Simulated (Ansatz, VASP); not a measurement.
## BN in VASP and in Ansatz

```
CELL_PARAMETERS angstrom
0.03398 1.81235 1.81235
1.81235 0.03398 1.81235
1.84633 1.84633 0.00000
ATOMIC_POSITIONS crystal
B 0.00000 0.00000 0.00000
N 0.75000 0.75000 0.75000
```

Change from the starting cell: strain +0.0375 x Voigt [0, 0, 0, 0, 0, 1], atoms carried along.

Alike in both runs: task single point; functional PBE; k mesh 12 × 12 × 12; occupations gaussian, width 0.05 eV; no spin polarisation.

|  | VASP | Ansatz |
| --- | --- | --- |
| version | VASP 6.6.1 | Ansatz 0.2.0 |
| potentials or method | VASP PAW PBE potentials, release 64 (B, N), cutoff 520 eV | scalar-relativistic, plane waves, PAW |
| valence electrons in the cell | 8 | 8 |

|  | VASP | Ansatz | Ansatz less VASP |
| --- | --- | --- | --- |
| gap on the k mesh at the Fermi level (eV) | 4.29 | 4.30 | +0.011 |
| least direct gap on the mesh (eV) | 8.22 | 8.23 | +0.010 |
| pressure (GPa) | 0.9 | 0.6 | -0.24 |
| traceless stress, the component that is largest in VASP (GPa) | -16.75 | -16.62 | +0.125 |
| rms of the force components (eV/Å) | 0.033 | 0.029 | -0.0039 |

Atom by atom the forces differ by 0.004 eV/Å (rms over components). The functional is the same, so the differences come from potentials, cutoffs and numerics.
